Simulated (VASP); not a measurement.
# C (P6_3/mmc) in VASP: single point with PBEsol

Aim: the single point of C with PBEsol.

Everything below comes from runs of VASP 6.6.1. Logs are shortened: lines on timing, memory, paths and dates and some standing lists are left out, and cuts for length are marked.

## 1. The cell of the first run

It takes space group P6_3/mmc (No. 194, hexagonal). Conventional cell: a = 2.499 Å, b = 2.499 Å, c = 4.161 Å, α = 90.00°, β = 90.00°, γ = 120.00°. C (site symmetry 3m) has 4 C at 1.53 to 1.56 Å within 2.0 Å.

## 2. Single point, PBEsol (5.63 Å³/atom)

INCAR

```
SYSTEM = C
  ALGO = Normal
  EDIFF = 1E-6
  ENCUT = 1300
  GGA = PS
  GGA_COMPAT = .FALSE.
  ISIF = 2
  ISMEAR = -1
  LASPH = .TRUE.
  LCHARG = .FALSE.
  LREAL = .FALSE.
  LWAVE = .FALSE.
  NBANDS = 16
  NELM = 120
  PREC = Accurate
  SIGMA = 0.05
```

KPOINTS

```
k-points
0
G
  13 13 7
  0 0 0
```

POSCAR

```
C
1.0
    2.4988818069      0.0000000000      0.0000000000
   -1.2494409034      2.1640951258      0.0000000000
    0.0000000000      0.0000000000      4.1607094855
C
4
Direct
    0.3333333333      0.6666666667      0.0627973083
    0.6666666667      0.3333333333      0.5627973083
    0.3333333333      0.6666666667      0.4372026917
    0.6666666667      0.3333333333      0.9372026917
```

Potentials or basis: VASP PAW PBE potentials, release 64 (C_h).

The run is started by

```sh
$ cat potpaw_PBE.64/C_h/POTCAR > POTCAR
$ mpirun -np 1 vasp_std > vasp.out
```

OUTCAR:

```text
SYSTEM = C
   EDIFF = 1E-6
   ENCUT = 1300
   GGA = PS
   ISIF = 2
   ISMEAR = -1
   LASPH = .TRUE.
   LREAL = .FALSE.
   NELM = 120
   PREC = Accurate

 ion  position               nearest neighbor table
   1  0.333  0.667  0.063-
   2  0.667  0.333  0.563-
   3  0.333  0.667  0.437-
   4  0.667  0.333  0.937-

  LATTYP: Found a hexagonal cell.
 ALAT       =     2.4988818069
 C/A-ratio  =     1.6650285236

  Lattice vectors:

 A1 = (   2.4988818069,   0.0000000000,   0.0000000000)
 A2 = (  -1.2494409034,   2.1640951258,   0.0000000000)
 A3 = (   0.0000000000,   0.0000000000,   4.1607094855)

Analysis of symmetry for initial positions (statically):
=====================================================================
 Subroutine PRICEL returns:
 Original cell was already a primitive cell.

 Routine SETGRP: Setting up the symmetry group for a
 hexagonal supercell.

 Subroutine GETGRP returns: Found 24 space group operations
 (whereof 12 operations were pure point group operations)
 out of a pool of 24 trial point group operations.

The static configuration has the point symmetry D_3d.
 The point group associated with its full space group is D_6h.

Analysis of symmetry for dynamics (positions and initial velocities):
=====================================================================
 Subroutine PRICEL returns:
 Original cell was already a primitive cell.

 Routine SETGRP: Setting up the symmetry group for a
 hexagonal supercell.

 Subroutine GETGRP returns: Found 24 space group operations
 (whereof 12 operations were pure point group operations)
 out of a pool of 24 trial point group operations.

The dynamic configuration has the point symmetry D_3d.
 The point group associated with its full space group is D_6h.

 Subroutine INISYM returns: Found 24 space group operations
 (whereof 12 operations are pure point group operations),
 and found     1 'primitive' translations

----------------------------------------------------------------------------------------

                                     Primitive cell

  volume of cell :      22.5004

  direct lattice vectors                    reciprocal lattice vectors
     2.498881807  0.000000000  0.000000000     0.400178991  0.231043448  0.000000000
    -1.249440903  2.164095126  0.000000000     0.000000000  0.462086896  0.000000000
     0.000000000  0.000000000  4.160709485     0.000000000  0.000000000  0.240343625

  length of vectors
     2.498881807  2.498881807  4.160709485     0.462086896  0.462086896  0.240343625

  position of ions in fractional coordinates (direct lattice)
     0.333333333  0.666666667  0.062797308
     0.666666667  0.333333333  0.562797308
     0.333333333  0.666666667  0.437202692
     0.666666667  0.333333333  0.937202692

  ion indices of the primitive-cell ions
   primitive index   ion index
                 1           1
                 2           2
                 3           3
                 4           4

----------------------------------------------------------------------------------------

 KPOINTS: k-points

Automatic generation of k-mesh.
 Grid dimensions read from file:
 generate k-points for:   13   13    7

 Generating k-lattice:

  Cartesian coordinates                     Fractional coordinates (reciprocal lattice)
     0.030782999  0.017772573  0.000000000     0.076923077  0.000000000  0.000000000
     0.000000000  0.035545146  0.000000000     0.000000000  0.076923077  0.000000000
     0.000000000  0.000000000  0.034334804     0.000000000  0.000000000  0.142857143

  Length of vectors
     0.035545146  0.035545146  0.034334804

  Shift w.r.t. Gamma in fractional coordinates (k-lattice)
     0.000000000  0.000000000  0.000000000

 Subroutine IBZKPT returns following result:
 ===========================================

 Found     84 irreducible k-points:

 Following reciprocal coordinates:
            Coordinates               Weight
  0.000000  0.000000  0.000000      1.000000
  0.076923  0.000000  0.000000      6.000000
  0.153846  0.000000  0.000000      6.000000
  0.230769  0.000000  0.000000      6.000000
  0.307692  0.000000  0.000000      6.000000
  0.384615  0.000000  0.000000      6.000000
[... 16 lines left out ...]
  0.076923  0.000000  0.142857     12.000000
  0.153846  0.000000  0.142857     12.000000
 [... further k-points ...]
   k-points           NKPTS =     84   k-points in BZ     NKDIM =     84   number of bands    NBANDS=     16
   number of dos      NEDOS =    301   number of ions     NIONS =      4
   total plane-waves  NPLWV =  45000
   dimension x,y,z NGX =    30 NGY =   30 NGZ =   50
   dimension x,y,z NGXF=    60 NGYF=   60 NGZF=  100
   ions per type =               4
   NGX,Y,Z   is equivalent  to a cutoff of  19.96, 19.96, 19.98 a.u.
   NGXF,Y,Z  is equivalent  to a cutoff of  39.92, 39.92, 39.96 a.u.
 SYSTEM =  C
   PREC   = accura    normal or accurate (medium, high low for compatibility)
   ISTART =      0    job   : 0-new  1-cont  2-samecut
   ICHARG =      2    charge: 1-file 2-atom 10-const
   ISPIN  =      1    spin polarized calculation?
   LNONCOLLINEAR =      F non collinear calculations
   LSORBIT =      F    spin-orbit coupling
   LASPH  =      T    aspherical Exc in radial PAW
   ENCUT  = 1300.0 eV  95.55 Ry    9.77 a.u.   7.35  7.35 12.23*2*pi/ulx,y,z
   NELM   =    120;   NELMIN=  2; NELMDL= -5     # of ELM steps
   EDIFF  = 0.1E-05   stopping-criterion for ELM
   LREAL  =      F    real-space projection
[... 7 lines left out ...]
   TEBEG  =    0.0;   TEEND  =   0.0 temperature during run
   PSTRESS=    0.0 pullay stress
   NELECT =      16.0000    total number of electrons
   NUPDOWN=      -1.0000    fix difference up-down
   EMIN   =  10.00;   EMAX   =-10.00  energy-range for DOS
   EFERMI =   0.00;   METHOD = LEGACY
   ISMEAR =    -1;   SIGMA  =   0.05  broadening in eV -4-tet -1-fermi 0-gaus
   EFERMI_NEDOS =   21; number of points for ismear=-14 and -15
   IALGO  =     38    algorithm
   IMIX   =      4    mixing-type and parameters
     AMIX     =   0.40;   BMIX     =  1.00
     AMIX_MAG =   1.60;   BMIX_MAG =  1.00
  volume/ion in A,a.u.               =       5.63        37.96
  Fermi-wavevector in a.u.,A,eV,Ry     =   1.461229  2.761323 29.051034  2.135191
  Thomas-Fermi vector in A             =   2.577585
   LORBIT       =      0    0 simple, 1 ext, 2 COOP (PROOUT), +10 PAW based schemes
   GGA     = PS    functional components
   LHFCALC =     F    Hartree Fock is set to
   AEXX    =    0.0000 exact exchange contribution
   IVDW    =     0    specifies the selected vdW correction
   LEPSILON=     F    determine dielectric tensor
   LRPA    =     F    only Hartree local field effects (RPA)
 non-spin polarized calculation
  energy-cutoff  :     1300.00
  volume of cell :       22.50
 maximum number of plane-waves:      2424
 NGX is ok and might be reduce to    30
   NGX = 15   NGY = 15   NGZ = 25

 number of electron      16.0000000 magnetization

 Free energy of the ion-electron system (eV)
  ---------------------------------------------------
  ext. energy  EPLUGINS =         0.00000000
  ---------------------------------------------------
  free energy    TOTEN  =       -38.45905980 eV

  energy without entropy =      -38.45905980  energy(sigma->0) =      -38.45905980

 E-fermi :  12.3023     XC(G=0): -13.6090

 val. band max:       11.3484604713   @ k =   0.0000   0.0000   0.0000
 cond. band min:      14.5278538083   @ k =   0.3077   0.3077   0.0000
 fundamental gap:      3.1793933370
 Fermi energy:        12.3023461259

 k-point     1 :       0.0000    0.0000    0.0000
  band No.  band energies     occupation
      1     -10.6042      2.00000
      2      -4.9344      2.00000
      3      -2.5386      2.00000
      4       8.2261      2.00000
      5       8.2261      2.00000
      6      10.8423      2.00000
[... 8 lines left out ...]
     15      25.7188      0.00000
     16      29.0765      0.00000

 k-point     2 :       0.0769    0.0000    0.0000
  band No.  band energies     occupation
      1     -10.4559      2.00000
      2      -4.8011      2.00000
      3      -2.3987      2.00000
      4       7.4800      2.00000
      5       7.9141      2.00000
      6      10.6213      2.00000
[... 8 lines left out ...]
     15      25.8859      0.00000
     16      28.5060      0.00000

 k-point     3 :       0.1538    0.0000    0.0000
  band No.  band energies     occupation
      1     -10.0122      2.00000
      2      -4.4024      2.00000
      3      -1.9867      2.00000
      4       5.6824      2.00000
      5       7.1803      2.00000
      6       9.1947      2.00000
[... 8 lines left out ...]
     15      26.3980      0.00000
     16      26.6033      0.00000

 k-point     4 :       0.2308    0.0000    0.0000
  band No.  band energies     occupation
      1      -9.2777      2.00000
      2      -3.7417      2.00000
      3      -1.3352      2.00000
      4       3.4837      2.00000
      5       6.3488      2.00000
      6       7.2933      2.00000
[... 8 lines left out ...]
     15      25.7903      0.00000
     16      26.9960      0.00000
[... 324 lines left out ...]
 k-point    22 :       0.0000    0.0000    0.1429
  band No.  band energies     occupation
      1     -10.4653      2.00000
      2      -5.8559      2.00000
      3      -1.3806      2.00000
      4       8.3355      2.00000
      5       8.3355      2.00000
      6       9.9143      2.00000
[... 8 lines left out ...]
     15      25.7990      0.00000
     16      28.8287      0.00000

 k-point    23 :       0.0769    0.0000    0.1429
  band No.  band energies     occupation
      1     -10.3171      2.00000
      2      -5.7173      2.00000
      3      -1.2487      2.00000
      4       7.5916      2.00000
      5       8.0254      2.00000
      6       9.7743      2.00000
[... 8 lines left out ...]
     15      25.9280      0.00000
     16      28.5131      0.00000

 k-point    24 :       0.1538    0.0000    0.1429
  band No.  band energies     occupation
      1      -9.8739      2.00000
      2      -5.3034      2.00000
      3      -0.8612      2.00000
      4       5.8005      2.00000
      5       7.2949      2.00000
      6       8.7831      2.00000
[... 8 lines left out ...]
     15      26.2937      0.00000
     16      26.8939      0.00000

 [... further k-points ...]

------------------------ aborting loop because EDIFF is reached ----------------------------------------

  FORCE on cell =-STRESS in cart. coord.  units (eV):
  Direction    XX          YY          ZZ          XY          YZ          ZX
  --------------------------------------------------------------------------------------
  -------------------------------------------------------------------------------------
  Total        0.0157948      0.0157948      0.0188977      0.0000000      0.0000000      0.0000000
  in kB        1.1246970      1.1246970      1.3456414      0.0000000      0.0000000      0.0000000
  external PRESSURE =       1.1983452 kB  Pullay stress =       0.0000000 kB

 VOLUME and BASIS-vectors are now :
 -----------------------------------------------------------------------------
  energy-cutoff  :     1300.00
  volume of cell :       22.50
      direct lattice vectors                 reciprocal lattice vectors
     2.498881807  0.000000000  0.000000000     0.400178991  0.231043448  0.000000000
    -1.249440903  2.164095126  0.000000000     0.000000000  0.462086896  0.000000000
     0.000000000  0.000000000  4.160709485     0.000000000  0.000000000  0.240343625

 POSITION                                       TOTAL-FORCE (eV/Angst)
 -----------------------------------------------------------------------------------
     -0.00000      1.44273      0.26128        -0.000000      0.000000      0.000639
      1.24944      0.72137      2.34164         0.000000     -0.000000      0.000639
     -0.00000      1.44273      1.81907        -0.000000      0.000000     -0.000639
      1.24944      0.72137      3.89943         0.000000     -0.000000     -0.000639
 -----------------------------------------------------------------------------------
    total drift:                               -0.000000      0.000000     -0.000000

  FREE ENERGIE OF THE ION-ELECTRON SYSTEM (eV)
  ---------------------------------------------------
  free  energy   TOTEN  =       -38.4590597953 eV

  energy  without entropy=      -38.4590597953  energy(sigma->0) =      -38.45905980
```

It took 82 s on 1 thread of Intel Xeon Platinum 8259CL at 2.50GHz (Skylake/Cascade Lake), shared host; peak memory 0.24 GiB.

What came out:

```
Free energy            : -38.4591 eV
Pressure               : 0.1 GPa
Band gap on the k mesh : 3.18 eV (least direct gap 4.93 eV)
```

Caveat: the PAW data sets were made with another functional, which shifts forces and pressure a little.
